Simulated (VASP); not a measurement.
# IrAuO2 (R-3m) in VASP: single point with PBEsol

Aim: the single point of IrAuO2 with PBEsol.

Everything below comes from runs of VASP 6.6.1. Logs are shortened: lines on timing, memory, paths and dates and some standing lists are left out, and cuts for length are marked.

## Step 1: The cell of the first run

It takes space group R-3m (No. 166, trigonal). Conventional cell: a = 3.198 Å, b = 3.198 Å, c = 18.222 Å, α = 90.00°, β = 90.00°, γ = 120.00°. Within 2.8 Å of Au (site symmetry -3m) lie 2 O at 2.10 Å. Ir (site symmetry -3m) has 6 O at 2.07 Å within 2.7 Å. O (site symmetry 3m) has 3 Ir at 2.07 Å and 1 Au at 2.10 Å and 3 O at 2.63 Å within 2.7 Å.

## Step 2: Single point, PBEsol (13.45 Å³/atom)

File INCAR:

```
SYSTEM = IrAuO2
PREC = Accurate
ENCUT = 600
EDIFF = 1E-6
ISMEAR = 0
SIGMA = 0.05
LREAL = .FALSE.
LASPH = .TRUE.
NELM = 120
ALGO = Normal
ISIF = 2
LWAVE = .FALSE.
LCHARG = .TRUE.
GGA = PS
LELF = .TRUE.
LVHAR = .TRUE.
NBANDS = 32
GGA_COMPAT = .FALSE.
```

File KPOINTS:

```
Automatic mesh
0
G
  12 12 12
  0 0 0
```

File POSCAR:

```
IrAuO2
1.0
    1.5988702721      0.9231081820      6.0740301975
   -1.5988702721      0.9231081820      6.0740301975
    0.0000000000     -1.8462163641      6.0740301974
Au Ir O
1 1 2
Direct
    0.0000000000      0.0000000000      0.0000000000
    0.5000000000      0.5000000000      0.5000000000
    0.1154063026      0.1154063026      0.1154063026
    0.8845936974      0.8845936974      0.8845936974
```

Potentials or basis: VASP PAW PBE potentials, release 64 (Au_sv_GW, Ir_sv_GW, O).

The run is started by

```bash
$ cat potpaw_PBE.64/Au_sv_GW/POTCAR potpaw_PBE.64/Ir_sv_GW/POTCAR potpaw_PBE.64/O/POTCAR > POTCAR
$ mpirun -np 1 vasp_std > vasp.out
```

OUTCAR:

```text
SYSTEM = IrAuO2
   PREC = Accurate
   ENCUT = 600
   EDIFF = 1E-6
   ISMEAR = 0
   LREAL = .FALSE.
   LASPH = .TRUE.
   NELM = 120
   ISIF = 2
   GGA = PS

 ion  position               nearest neighbor table
   1  0.000  0.000  0.000-   3 2.10   4 2.10
   2  0.500  0.500  0.500-   3 2.07   3 2.07   4 2.07   4 2.07   3 2.07   4 2.07
   3  0.115  0.115  0.115-   2 2.07   2 2.07   2 2.07   1 2.10
   4  0.885  0.885  0.885-   2 2.07   2 2.07   2 2.07   1 2.10

  LATTYP: Found a trigonal (rhomboedric) cell.
 ALAT       =     6.3484137942
 COS(alpha) =     0.8731396229

  Lattice vectors:

 A1 = (   1.5988702721,   0.9231081820,   6.0740301975)
 A2 = (  -1.5988702721,   0.9231081820,   6.0740301975)
 A3 = (   0.0000000000,  -1.8462163641,   6.0740301974)

Analysis of symmetry for initial positions (statically):
=====================================================================
 Subroutine PRICEL returns:
 Original cell was already a primitive cell.

 Routine SETGRP: Setting up the symmetry group for a
 trigonal (rhombohedral) supercell.

 Subroutine GETGRP returns: Found 12 space group operations
 (whereof 12 operations were pure point group operations)
 out of a pool of 12 trial point group operations.

The static configuration has the point symmetry D_3d.

Analysis of symmetry for dynamics (positions and initial velocities):
=====================================================================
 Subroutine PRICEL returns:
 Original cell was already a primitive cell.

 Routine SETGRP: Setting up the symmetry group for a
 trigonal (rhombohedral) supercell.

 Subroutine GETGRP returns: Found 12 space group operations
 (whereof 12 operations were pure point group operations)
 out of a pool of 12 trial point group operations.

The dynamic configuration has the point symmetry D_3d.

 Subroutine INISYM returns: Found 12 space group operations
 (whereof 12 operations are pure point group operations),
 and found     1 'primitive' translations

----------------------------------------------------------------------------------------

                                     Primitive cell

  volume of cell :      53.7891

  direct lattice vectors                    reciprocal lattice vectors
     1.598870272  0.923108182  6.074030197     0.312720806  0.180549441  0.054878445
[... 89 lines left out ...]
   NELM   =    120;   NELMIN=  2; NELMDL= -5     # of ELM steps
   EDIFF  = 0.1E-05   stopping-criterion for ELM
   LREAL  =      F    real-space projection
   EDIFFG = 0.1E-04   stopping-criterion for IOM
   NSW    =      0    number of steps for IOM
   IBRION =     -1    ionic relax: 0-MD 1-quasi-New 2-CG
   NFREE  =      0    steps in history (QN), initial steepest desc. (CG)
   ISIF   =      2    stress and relaxation
   ISYM   =      2    0-nonsym 1-usesym 2-fastsym
   POTIM  = 0.5000    time-step for ionic-motion
   TEBEG  =    0.0;   TEEND  =   0.0 temperature during run
   PSTRESS=    0.0 pullay stress
   NELECT =      48.0000    total number of electrons
   NUPDOWN=      -1.0000    fix difference up-down
   EMIN   =  10.00;   EMAX   =-10.00  energy-range for DOS
   EFERMI =   0.00;   METHOD = LEGACY
   ISMEAR =     0;   SIGMA  =   0.05  broadening in eV -4-tet -1-fermi 0-gaus
   EFERMI_NEDOS =   21; number of points for ismear=-14 and -15
   IALGO  =     38    algorithm
   IMIX   =      4    mixing-type and parameters
     AMIX     =   0.40;   BMIX     =  1.00
     AMIX_MAG =   1.60;   BMIX_MAG =  1.00
  volume/ion in A,a.u.               =      13.45        90.75
  Fermi-wavevector in a.u.,A,eV,Ry     =   1.576125  2.978444 33.799171  2.484169
  Thomas-Fermi vector in A             =   2.677005
   LORBIT       =      0    0 simple, 1 ext, 2 COOP (PROOUT), +10 PAW based schemes
   GGA     = PS    functional components
   LHFCALC =     F    Hartree Fock is set to
   AEXX    =    0.0000 exact exchange contribution
   IVDW    =     0    specifies the selected vdW correction
   LEPSILON=     F    determine dielectric tensor
   LRPA    =     F    only Hartree local field effects (RPA)
 non-spin polarized calculation
 Gauss-broadening in eV      SIGMA  =   0.05
  energy-cutoff  :      600.00
  volume of cell :       53.79
 maximum number of plane-waves:      1824
 NGX is ok and might be reduce to    54
   NGX = 25   NGY = 25   NGZ = 25

 number of electron      48.0000000 magnetization

 Free energy of the ion-electron system (eV)
  ---------------------------------------------------
  ext. energy  EPLUGINS =         0.00000000
  ---------------------------------------------------
  free energy    TOTEN  =       -25.33714000 eV

  energy without entropy =      -25.33714000  energy(sigma->0) =      -25.33714000

 E-fermi :   6.7611     XC(G=0): -12.2571

 val. band max:        6.4792332807   @ k =  -0.3333   0.4167   0.0833
 cond. band min:       7.0605135200   @ k =   0.4167   0.4167   0.0833
 fundamental gap:      0.5812802393
 Fermi energy:         6.7611483764

 k-point     1 :       0.0000    0.0000    0.0000
  band No.  band energies     occupation
      1     -98.6152      2.00000
      2     -85.8841      2.00000
      3     -50.1775      2.00000
      4     -49.7279      2.00000
      5     -49.7279      2.00000
      6     -42.7715      2.00000
[... 829 lines left out ...]
     31      16.4226      0.00000
     32      17.3009      0.00000

 [... further k-points ...]

------------------------ aborting loop because EDIFF is reached ----------------------------------------

  FORCE on cell =-STRESS in cart. coord.  units (eV):
  Direction    XX          YY          ZZ          XY          YZ          ZX
  --------------------------------------------------------------------------------------
  -------------------------------------------------------------------------------------
  Total       -2.4668658     -2.4668658     -2.3985378      0.0000000     -0.0000000      0.0000000
  in kB      -73.4788051    -73.4788051    -71.4435664      0.0000000     -0.0000000      0.0000000
  external PRESSURE =     -72.8003922 kB  Pullay stress =       0.0000000 kB

 VOLUME and BASIS-vectors are now :
 -----------------------------------------------------------------------------
  energy-cutoff  :      600.00
  volume of cell :       53.79
      direct lattice vectors                 reciprocal lattice vectors
     1.598870272  0.923108182  6.074030197     0.312720806  0.180549441  0.054878445
    -1.598870272  0.923108182  6.074030197    -0.312720806  0.180549441  0.054878445
     0.000000000 -1.846216364  6.074030197     0.000000000 -0.361098883  0.054878445

 POSITION                                       TOTAL-FORCE (eV/Angst)
 -----------------------------------------------------------------------------------
      0.00000      0.00000      0.00000         0.000000      0.000000      0.000000
      0.00000     -0.00000      9.11105        -0.000000      0.000000      0.000000
      0.00000     -0.00000      2.10294         0.000000     -0.000000      0.009721
      0.00000     -0.00000     16.11915         0.000000      0.000000     -0.009721
 -----------------------------------------------------------------------------------
    total drift:                                0.000000      0.000000      0.000000

  FREE ENERGIE OF THE ION-ELECTRON SYSTEM (eV)
  ---------------------------------------------------
  free  energy   TOTEN  =       -25.3371400014 eV

  energy  without entropy=      -25.3371400014  energy(sigma->0) =      -25.33714000
```

Run time: 50 min. Hardware: 1 thread of Intel Xeon Platinum 8259CL at 2.50GHz (Skylake/Cascade Lake), shared host; peak memory 0.72 GiB.

What came out:

```yaml
Free_energy: -25.3371 eV
Pressure: -7.3 GPa
Largest_force: 0.010 eV/Å
Band_gap_on_the_k_mesh: 0.58 eV (least direct gap 1.11 eV)
```

Forces in eV/Å, atoms in the order of the input:
```
Au   0.000  0.000  0.000
Ir   0.000  0.000  0.000
O    0.000  0.000  0.010
O    0.000  0.000 -0.010
```

Stress tensor (GPa, compression positive):
```
-7.35  0.00  0.00
 0.00 -7.35  0.00
 0.00  0.00 -7.14
```

Caveat: the cell stands under tension; the PAW data sets were made with another functional, which shifts forces and pressure a little; spin-orbit coupling is left out, which moves the levels of the heavy elements. A k mesh can miss the band edges.
